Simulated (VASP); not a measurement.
# EuS (Fm-3m) in VASP: a series of runs

The runs below take EuS through single point, with r2SCAN+D3(BJ)+U, r2SCAN+rVV10+U.

Program: VASP 6.6.1. These are calculated values, not measurements. Logs are shortened: lines on timing, memory, paths and dates and some standing lists are left out, and cuts for length are marked.

### Step 1. The cell of the first run

It takes space group Fm-3m (No. 225, cubic). Conventional cell: a = 5.931 Å, b = 5.931 Å, c = 5.931 Å, α = 90.00°, β = 90.00°, γ = 90.00°. Eu (site symmetry m-3m) has 6 S at 2.97 Å within 3.9 Å. Within 3.9 Å of S (site symmetry m-3m) lie 6 Eu at 2.97 Å.

### Step 2. Single point, r2SCAN+D3(BJ)+U, collinear spin (26.08 Å³/atom)

POSCAR reads:

```
EuS
1.0
    0.0000000000      2.9653823412      2.9653823412
    2.9653823412      0.0000000000      2.9653823412
    2.9653823412      2.9653823412      0.0000000000
Eu S
1 1
Direct
    0.5000000000      0.5000000000      0.5000000000
    0.0000000000      0.0000000000      0.0000000000
```

INCAR.step1 reads:

```
PREC     = Accurate       # precision mode
ENCUT    = 800            # plane-wave cutoff, eV
ISMEAR   = 0              # smearing method
SIGMA    = 0.05           # smearing width, eV
LREAL    = False          # projectors in reciprocal space
LASPH    = True           # aspherical terms in the spheres
NELM     = 200            # most SCF steps
ISPIN    = 2              # spin polarisation
MAGMOM   = 7.57 -0.08     # initial moments
LMAXMIX  = 6              # l up to which the mixer works
LDAU     = True           # DFT+U
LDAUTYPE = 2            
LDAUL    = 3 -1           # shell
LDAUU    = 4 0            # U, eV
LDAUJ    = 0 0          
NBANDS   = 22             # bands
GGA      = PE             # functional
ALGO     = Normal         # electronic algorithm
EDIFF    = 1E-5           # SCF threshold, eV
LWAVE    = True           # write WAVECAR
LCHARG   = False          # write CHGCAR
GGA_COMPAT= False
```

INCAR.step2 reads:

```
PREC     = Accurate       # precision mode
ENCUT    = 800            # plane-wave cutoff, eV
EDIFF    = 1E-6           # SCF threshold, eV
ISMEAR   = 0              # smearing method
SIGMA    = 0.05           # smearing width, eV
LREAL    = False          # projectors in reciprocal space
LASPH    = True           # aspherical terms in the spheres
NELM     = 200            # most SCF steps
ALGO     = Normal         # electronic algorithm
ISIF     = 2              # what is computed and relaxed
LWAVE    = False          # write WAVECAR
LCHARG   = False          # write CHGCAR
ISPIN    = 2              # spin polarisation
MAGMOM   = 7.57 -0.08     # initial moments
LORBIT   = 11             # projections on sites
LMAXMIX  = 6              # l up to which the mixer works
LDAU     = True           # DFT+U
LDAUTYPE = 2            
LDAUL    = 3 -1           # shell
LDAUU    = 4 0            # U, eV
LDAUJ    = 0 0          
LDAUPRINT= 1            
METAGGA  = R2SCAN         # meta-GGA
LMIXTAU  = True         
IVDW     = 12             # dispersion correction
VDW_S6   = 1.0          
VDW_S8   = 0.78981345   
VDW_A1   = 0.49484001   
VDW_A2   = 5.73083694   
NBANDS   = 22             # bands
ISTART   = 1            
GGA_COMPAT= False
```

KPOINTS reads:

```
Automatic mesh
0
Gamma
  8 8 8
```

Potentials or basis: VASP PAW PBE potentials, release 64 (Eu, S).

Command:

```
$ cat potpaw_PBE.64/Eu/POTCAR potpaw_PBE.64/S/POTCAR > POTCAR
$ cp INCAR.step1 INCAR
$ mpirun -np 1 vasp_std > vasp.out
$ cp INCAR.step2 INCAR
$ mpirun -np 1 vasp_std > vasp.out
```

OUTCAR:

```text
PREC = Accurate
   ENCUT = 800
   EDIFF = 1E-6
   ISMEAR = 0
   LREAL = False
   LASPH = True
   NELM = 200
   ISIF = 2
   ISPIN = 2
   LORBIT = 11
   METAGGA = R2SCAN
   IVDW = 12
   ISTART = 1
 IVDW          = 12

 ion  position               nearest neighbor table
   1  0.500  0.500  0.500-   2 2.97   2 2.97   2 2.97   2 2.97   2 2.97   2 2.97
   2  0.000  0.000  0.000-   1 2.97   1 2.97   1 2.97   1 2.97   1 2.97   1 2.97

  LATTYP: Found a face centered cubic cell.
 ALAT       =     5.9307646824

  Lattice vectors:

 A1 = (   0.0000000000,   2.9653823412,   2.9653823412)
 A2 = (   2.9653823412,   0.0000000000,   2.9653823412)
 A3 = (   2.9653823412,   2.9653823412,   0.0000000000)

Analysis of symmetry for initial positions (statically):
=====================================================================
 Subroutine PRICEL returns:
 Original cell was already a primitive cell.

 Routine SETGRP: Setting up the symmetry group for a
 face centered cubic supercell.

 Subroutine GETGRP returns: Found 48 space group operations
 (whereof 48 operations were pure point group operations)
 out of a pool of 48 trial point group operations.

The static configuration has the point symmetry O_h .

Analysis of symmetry for dynamics (positions and initial velocities):
=====================================================================
 Subroutine PRICEL returns:
 Original cell was already a primitive cell.

 Routine SETGRP: Setting up the symmetry group for a
 face centered cubic supercell.

 Subroutine GETGRP returns: Found 48 space group operations
 (whereof 48 operations were pure point group operations)
 out of a pool of 48 trial point group operations.

The dynamic configuration has the point symmetry O_h .

Analysis of structural, dynamic, and magnetic symmetry:
=====================================================================
 Subroutine PRICEL returns:
 Original cell was already a primitive cell.

 Routine SETGRP: Setting up the symmetry group for a
 face centered cubic supercell.

 Subroutine GETGRP returns: Found 48 space group operations
 (whereof 48 operations were pure point group operations)
 out of a pool of 48 trial point group operations.

The overall configuration has the point symmetry O_h .

 Subroutine INISYM returns: Found 48 space group operations
 (whereof 48 operations are pure point group operations),
 and found     1 'primitive' translations

----------------------------------------------------------------------------------------

                                     Primitive cell

  volume of cell :      52.1521

  direct lattice vectors                    reciprocal lattice vectors
     0.000000000  2.965382341  2.965382341    -0.168612321  0.168612321  0.168612321
[... 114 lines left out ...]
   J (eV)           for each species LDAUJ =   0.0  0.0
   METAGGA = R2SCAN    functional components
   LHFCALC =     F    Hartree Fock is set to
   AEXX    =    0.0000 exact exchange contribution
   IVDW    =    12    specifies the selected vdW correction
   LEPSILON=     F    determine dielectric tensor
   LRPA    =     F    only Hartree local field effects (RPA)
 spin polarized calculation
 Gauss-broadening in eV      SIGMA  =   0.05
  energy-cutoff  :      800.00
  volume of cell :       52.15
 maximum number of plane-waves:      2733
   NGX = 19   NGY = 19   NGZ = 19

atom =   1  type =  1  l = 3

 onsite density matrix

spin component  1

  0.9718  0.0000 -0.0017 -0.0000  0.0000 -0.0000 -0.0000
  0.0000  0.9728 -0.0000 -0.0000 -0.0000 -0.0000  0.0000
 -0.0017 -0.0000  0.9727 -0.0000  0.0000  0.0000  0.0000
 -0.0000 -0.0000 -0.0000  0.9705 -0.0000 -0.0000  0.0000
  0.0000 -0.0000  0.0000 -0.0000  0.9727 -0.0000  0.0017
 -0.0000 -0.0000  0.0000 -0.0000 -0.0000  0.9740  0.0000
 -0.0000  0.0000  0.0000  0.0000  0.0017  0.0000  0.9718

spin component  2

  0.0020 -0.0000  0.0010 -0.0000 -0.0000  0.0000  0.0000
 -0.0000  0.0000 -0.0000  0.0000  0.0000  0.0000 -0.0000
  0.0010 -0.0000  0.0015  0.0000 -0.0000 -0.0000 -0.0000
 -0.0000  0.0000  0.0000  0.0027  0.0000  0.0000 -0.0000
 -0.0000  0.0000 -0.0000  0.0000  0.0015  0.0000 -0.0010
  0.0000  0.0000 -0.0000  0.0000  0.0000  0.0007 -0.0000
  0.0000 -0.0000 -0.0000 -0.0000 -0.0010 -0.0000  0.0020

 occupancies and eigenvectors

  o =  0.0000  v =  0.0000  0.0000  0.0000  0.0000  0.0000  0.0000  0.0000 -0.0000 -1.0000 -0.0000  0.0000  0.0000  0.0000  0.0000      0.0000  0.0000  0.0000  0.0000  0.0000  0.0000  0.0000  0.0000  0.0000  0.0000  0.0000  0.0000  0.0000  0.0000
  o =  0.0007  v =  0.0000  0.0000  0.0000  0.0000  0.0000  0.0000  0.0000  0.0003 -0.0000 -0.0004 -0.0000 -0.7906  0.0008 -0.6124      0.0000  0.0000  0.0000  0.0000  0.0000  0.0000  0.0000  0.0000  0.0000  0.0000  0.0000  0.0000  0.0000  0.0000
  o =  0.0007  v =  0.0000  0.0000  0.0000  0.0000  0.0000  0.0000  0.0000 -0.6124  0.0000  0.7906 -0.0000 -0.0004  0.0013 -0.0003      0.0000  0.0000  0.0000  0.0000  0.0000  0.0000  0.0000  0.0000  0.0000  0.0000  0.0000  0.0000  0.0000  0.0000
  o =  0.0007  v =  0.0000  0.0000  0.0000  0.0000  0.0000  0.0000  0.0000  0.0008  0.0000 -0.0010 -0.0000  0.0007  1.0000  0.0005      0.0000  0.0000  0.0000  0.0000  0.0000  0.0000  0.0000  0.0000  0.0000  0.0000  0.0000  0.0000  0.0000  0.0000
  o =  0.0027  v =  0.0000  0.0000  0.0000  0.0000  0.0000  0.0000  0.0000  0.0022  0.0000  0.0017 -0.0001  0.6124  0.0000 -0.7906      0.0000  0.0000  0.0000  0.0000  0.0000  0.0000  0.0000  0.0000  0.0000  0.0000  0.0000  0.0000  0.0000  0.0000
  o =  0.0027  v =  0.0000  0.0000  0.0000  0.0000  0.0000  0.0000  0.0000  0.7906 -0.0000  0.6124  0.0003 -0.0017 -0.0000  0.0022      0.0000  0.0000  0.0000  0.0000  0.0000  0.0000  0.0000  0.0000  0.0000  0.0000  0.0000  0.0000  0.0000  0.0000
  o =  0.0027  v =  0.0000  0.0000  0.0000  0.0000  0.0000  0.0000  0.0000 -0.0002  0.0000 -0.0002  1.0000  0.0001  0.0000 -0.0001      0.0000  0.0000  0.0000  0.0000  0.0000  0.0000  0.0000  0.0000  0.0000  0.0000  0.0000  0.0000  0.0000  0.0000
  o =  0.9705  v =  0.0002  0.0000  0.0001  0.9977 -0.0416  0.0000  0.0537  0.0000  0.0000  0.0000  0.0000  0.0000  0.0000  0.0000      0.0000  0.0000  0.0000  0.0000  0.0000  0.0000  0.0000  0.0000  0.0000  0.0000  0.0000  0.0000  0.0000  0.0000
  o =  0.9705  v =  0.7905  0.0000  0.6123  0.0004  0.0054  0.0000 -0.0070  0.0000  0.0000  0.0000  0.0000  0.0000  0.0000  0.0000      0.0000  0.0000  0.0000  0.0000  0.0000  0.0000  0.0000  0.0000  0.0000  0.0000  0.0000  0.0000  0.0000  0.0000
  o =  0.9705  v =  0.0070 -0.0000  0.0054 -0.0679 -0.6109 -0.0000  0.7887  0.0000  0.0000  0.0000  0.0000  0.0000  0.0000  0.0000      0.0000  0.0000  0.0000  0.0000  0.0000  0.0000  0.0000  0.0000  0.0000  0.0000  0.0000  0.0000  0.0000  0.0000
  o =  0.9728  v =  0.0000 -1.0000 -0.0000  0.0000 -0.0000  0.0000 -0.0000  0.0000  0.0000  0.0000  0.0000  0.0000  0.0000  0.0000      0.0000  0.0000  0.0000  0.0000  0.0000  0.0000  0.0000  0.0000  0.0000  0.0000  0.0000  0.0000  0.0000  0.0000
  o =  0.9740  v =  0.0000 -0.0000  0.0000  0.0000  0.1880 -0.9713  0.1456  0.0000  0.0000  0.0000  0.0000  0.0000  0.0000  0.0000      0.0000  0.0000  0.0000  0.0000  0.0000  0.0000  0.0000  0.0000  0.0000  0.0000  0.0000  0.0000  0.0000  0.0000
  o =  0.9740  v = -0.6124 -0.0000  0.7906 -0.0000  0.0034  0.0011  0.0027  0.0000  0.0000  0.0000  0.0000  0.0000  0.0000  0.0000      0.0000  0.0000  0.0000  0.0000  0.0000  0.0000  0.0000  0.0000  0.0000  0.0000  0.0000  0.0000  0.0000  0.0000
  o =  0.9740  v =  0.0027 -0.0000 -0.0035 -0.0000  0.7679  0.2378  0.5948  0.0000  0.0000  0.0000  0.0000  0.0000  0.0000  0.0000      0.0000  0.0000  0.0000  0.0000  0.0000  0.0000  0.0000  0.0000  0.0000  0.0000  0.0000  0.0000  0.0000  0.0000

 number of electron      23.0000002 magnetization       7.0000002

 Free energy of the ion-electron system (eV)
  ---------------------------------------------------
  ext. energy  EPLUGINS =         0.00000000
  ---------------------------------------------------
  free energy    TOTEN  =       -52.12012211 eV

  energy without entropy =      -52.12003554  energy(sigma->0) =      -52.12007882

 E-fermi :   3.7295     XC(G=0): -10.1095

 val. band max:        3.6892747882   @ k =   0.0000   0.0000   0.0000
 cond. band min:       3.7697351490   @ k =   0.5000   0.5000   0.0000
 fundamental gap:      0.0804603607
 Fermi energy:         3.7295097955

 spin component 1

 k-point     1 :       0.0000    0.0000    0.0000
  band No.  band energies     occupation
      1     -37.9667      1.00000
      2     -16.1924      1.00000
      3     -16.1924      1.00000
      4     -16.1924      1.00000
      5      -9.8298      1.00000
      6       1.2054      1.00000
[... 1193 lines left out ...]
     21      13.7572      0.00000
     22      13.8572      0.00000

 [... further k-points ...]

------------------------ aborting loop because EDIFF is reached ----------------------------------------

 Edisp (eV)   -0.32168

 E8    (eV) :    -0.1224

  FORCE on cell =-STRESS in cart. coord.  units (eV):
  Direction    XX          YY          ZZ          XY          YZ          ZX
  --------------------------------------------------------------------------------------
  -------------------------------------------------------------------------------------
  Total      -0.07689    -0.07689    -0.07689     0.00000    -0.00000     0.00000
  in kB      -2.36205    -2.36205    -2.36205     0.00000    -0.00000     0.00000
  external pressure =       -2.36 kB  Pullay stress =        0.00 kB

 VOLUME and BASIS-vectors are now :
 -----------------------------------------------------------------------------
  energy-cutoff  :      800.00
  volume of cell :       52.15
      direct lattice vectors                 reciprocal lattice vectors
     0.000000000  2.965382341  2.965382341    -0.168612321  0.168612321  0.168612321
     2.965382341  0.000000000  2.965382341     0.168612321 -0.168612321  0.168612321
     2.965382341  2.965382341  0.000000000     0.168612321  0.168612321 -0.168612321

 POSITION                                       TOTAL-FORCE (eV/Angst)
 -----------------------------------------------------------------------------------
      2.96538      2.96538      2.96538        -0.000000     -0.000000     -0.000000
      0.00000      0.00000      0.00000         0.000000      0.000000      0.000000
 -----------------------------------------------------------------------------------
    total drift:                               -0.000000     -0.000000      0.000000

  FREE ENERGIE OF THE ION-ELECTRON SYSTEM (eV)
  ---------------------------------------------------
  free  energy   TOTEN  =       -52.4417985947 eV

  energy  without entropy=      -52.4417120267  energy(sigma->0) =      -52.44175531

 total charge

# of ion       s       p       d       f       tot
--------------------------------------------------
    1        2.037   5.831   0.239   6.809  14.916
    2        1.306   2.485   0.000   0.000   3.791
--------------------------------------------------
tot          3.342   8.316   0.239   6.809  18.707

 magnetization (x)

# of ion       s       p       d       f       tot
--------------------------------------------------
    1       -0.026  -0.194   0.050   6.789   6.618
    2       -0.009  -0.067   0.000   0.000  -0.076
--------------------------------------------------
tot         -0.035  -0.262   0.050   6.789   6.542
```

It took 12 min on 1 thread of Oxide Virtual Turin-like, shared host; peak memory 0.37 GiB.

What came out:

- Free energy: -52.4418 eV
- Pressure: -0.2 GPa
- Band gap on the k mesh: 0.08 eV (least direct gap 0.29 eV)
- Net moment: 7.00 μB per cell
- Site moments: Eu +6.62; S -0.08 μB
- Valence electrons inside the program's atomic spheres: Eu 14.92; S 3.79
- Dispersion energy per atom: -0.161 eV

Levels at points of the mesh, in eV from the valence-band top:
Spin up:
```csv
k point,band 12,band 13,band 14,band 15,band 16,band 17,band 18,band 19
"(0.00, 0.00, 0.00)",-0.45,0.00,0.00,0.00,2.06,2.06,2.06,2.12
"(0.50, 0.00, 0.00)",-0.48,-0.48,-0.44,-0.44,3.98,4.39,4.84,4.84
"(0.50, 0.50, 0.00)",-0.50,-0.46,-0.21,-0.21,0.08,4.19,4.52,5.78
```
Spin down:
| k point | band 6 | band 7 | band 8 | band 9 | band 10 | band 11 |
| --- | --- | --- | --- | --- | --- | --- |
| (0.00, 0.00, 0.00) | -2.16 | -2.16 | -2.16 | 2.71 | 2.84 | 2.84 |
| (0.50, 0.00, 0.00) | -4.73 | -3.35 | -3.35 | 4.15 | 5.21 | 6.02 |
| (0.50, 0.50, 0.00) | -3.30 | -2.51 | -2.51 | 0.67 | 5.25 | 5.41 |

Eigenvalues of the final occupation matrices:
```
    site  spin  trace                         eigenvalues
site 1 f     1   6.81  0.97 0.97 0.97 0.97 0.97 0.97 0.97
site 1 f     2   0.01  0.00 0.00 0.00 0.00 0.00 0.00 0.00
```

Caveat: three body term missing; the PAW data sets were made with another functional, which shifts forces and pressure a little; spin-orbit coupling is left out, which moves the levels of the heavy elements; a cell with one magnetic atom can't hold antiferromagnetic order, which such compounds often take. A k mesh can miss the band edges.

### Step 3. Single point, r2SCAN+rVV10+U, collinear spin (26.27 Å³/atom)

This run uses another cell than the first one, of 26.27 Å³/atom.

POSCAR reads:

```
EuS
1.0
    0.0000000000      2.9726191535      2.9726191535
    2.9726191535      0.0000000000      2.9726191535
    2.9726191535      2.9726191535      0.0000000000
Eu S
1 1
Direct
    0.5000000000      0.5000000000      0.5000000000
    0.0000000000      0.0000000000      0.0000000000
```

INCAR.step1 reads:

```
SYSTEM = EuS
PREC     = Accurate       ! precision mode
ENCUT    = 800            ! plane-wave cutoff, eV
ISMEAR   = 0              ! smearing method
SIGMA    = 0.05           ! smearing width, eV
LREAL    = .False.        ! projectors in reciprocal space
LASPH    = .True.         ! aspherical terms in the spheres
NELM     = 200            ! most SCF steps
ISPIN    = 2              ! spin polarisation
MAGMOM   = 7.57 -0.08     ! initial moments
LMAXMIX  = 6              ! l up to which the mixer works
LDAU     = .True.         ! DFT+U
LDAUTYPE = 2            
LDAUL    = 3 -1           ! shell
LDAUU    = 4 0            ! U, eV
LDAUJ    = 0 0          
NBANDS   = 22             ! bands
GGA      = PE             ! functional
ALGO     = Normal         ! electronic algorithm
EDIFF    = 1E-5           ! SCF threshold, eV
LWAVE    = .True.         ! write WAVECAR
LCHARG   = .False.        ! write CHGCAR
GGA_COMPAT= .False.
```

INCAR.step2 reads:

```
SYSTEM = EuS
PREC     = Accurate       ! precision mode
ENCUT    = 800            ! plane-wave cutoff, eV
EDIFF    = 1E-6           ! SCF threshold, eV
ISMEAR   = 0              ! smearing method
SIGMA    = 0.05           ! smearing width, eV
LREAL    = .False.        ! projectors in reciprocal space
LASPH    = .True.         ! aspherical terms in the spheres
NELM     = 200            ! most SCF steps
ALGO     = Normal         ! electronic algorithm
ISIF     = 2              ! what is computed and relaxed
LWAVE    = .False.        ! write WAVECAR
LCHARG   = .True.         ! write CHGCAR
ISPIN    = 2              ! spin polarisation
MAGMOM   = 7.57 -0.08     ! initial moments
LORBIT   = 11             ! projections on sites
LMAXMIX  = 6              ! l up to which the mixer works
LDAU     = .True.         ! DFT+U
LDAUTYPE = 2            
LDAUL    = 3 -1           ! shell
LDAUU    = 4 0            ! U, eV
LDAUJ    = 0 0          
LDAUPRINT= 1            
METAGGA  = R2SCAN         ! meta-GGA
LMIXTAU  = .True.       
LUSE_VDW = .True.       
IVDW_NL  = 2            
BPARAM   = 11.95        
CPARAM   = 0.0093       
LELF     = .True.         ! ELF
LVHAR    = .True.       
NBANDS   = 22             ! bands
ISTART   = 1            
GGA_COMPAT= .False.
```

KPOINTS reads:

```
regular mesh
0
Gamma
  8 8 8
  0 0 0
```

Potentials or basis: VASP PAW PBE potentials, release 64 (Eu, S).

Command:

```
$ cat potpaw_PBE.64/Eu/POTCAR potpaw_PBE.64/S/POTCAR > POTCAR
$ cp INCAR.step1 INCAR
$ mpirun -np 1 vasp_std > vasp.out
$ cp INCAR.step2 INCAR
$ mpirun -np 1 vasp_std > vasp.out
```

Wall time 16 min (1 thread of Oxide Virtual Turin-like, shared host); peak memory 0.59 GiB.

The run converged. Its results:

| Property | Result |
| --- | --- |
| Free energy | -51.4966 eV |
| Pressure | -0.5 GPa |
| Band gap on the k mesh | 0.06 eV (least direct gap 0.28 eV) |
| Net moment | 7.00 μB per cell |
| Site moments | Eu +6.62; S -0.08 μB |
| Valence electrons inside the program's atomic spheres | Eu 14.91; S 3.78 |

Levels at points of the mesh, in eV from the valence-band top:
Spin up:
| k point | band 13 | band 14 | band 15 | band 16 | band 17 | band 18 |
| --- | --- | --- | --- | --- | --- | --- |
| (0.00, 0.00, 0.00) | 0.00 | 0.00 | 0.00 | 2.02 | 2.05 | 2.05 |
| (0.50, 0.00, 0.00) | -0.47 | -0.44 | -0.44 | 3.91 | 4.36 | 4.81 |
| (0.50, 0.50, 0.00) | -0.45 | -0.21 | -0.21 | 0.06 | 4.19 | 4.45 |
Spin down:
| k point | band 4 | band 5 | band 6 | band 7 | band 8 | band 9 | band 10 | band 11 | band 12 | band 13 |
| --- | --- | --- | --- | --- | --- | --- | --- | --- | --- | --- |
| (0.00, 0.00, 0.00) | -17.27 | -13.51 | -2.15 | -2.15 | -2.15 | 2.61 | 2.82 | 2.82 | 2.82 | 3.92 |
| (0.50, 0.00, 0.00) | -17.30 | -12.41 | -4.71 | -3.33 | -3.33 | 4.08 | 5.16 | 5.98 | 5.98 | 7.33 |
| (0.50, 0.50, 0.00) | -17.41 | -13.18 | -3.30 | -2.50 | -2.50 | 0.66 | 5.25 | 5.33 | 6.95 | 7.29 |

Eigenvalues of the final occupation matrices:
| site | spin | trace | eigenvalues |
| --- | --- | --- | --- |
| site 1 f | 1 | 6.80 | 0.97 0.97 0.97 0.97 0.97 0.97 0.97 |
| site 1 f | 2 | 0.01 | 0.00 0.00 0.00 0.00 0.00 0.00 0.00 |

Caveat: the PAW data sets were made with another functional, which shifts forces and pressure a little; spin-orbit coupling is left out, which moves the levels of the heavy elements; a cell with one magnetic atom can't hold antiferromagnetic order, which such compounds often take. A k mesh can miss the band edges.

(Continued in part 2 of 2.)
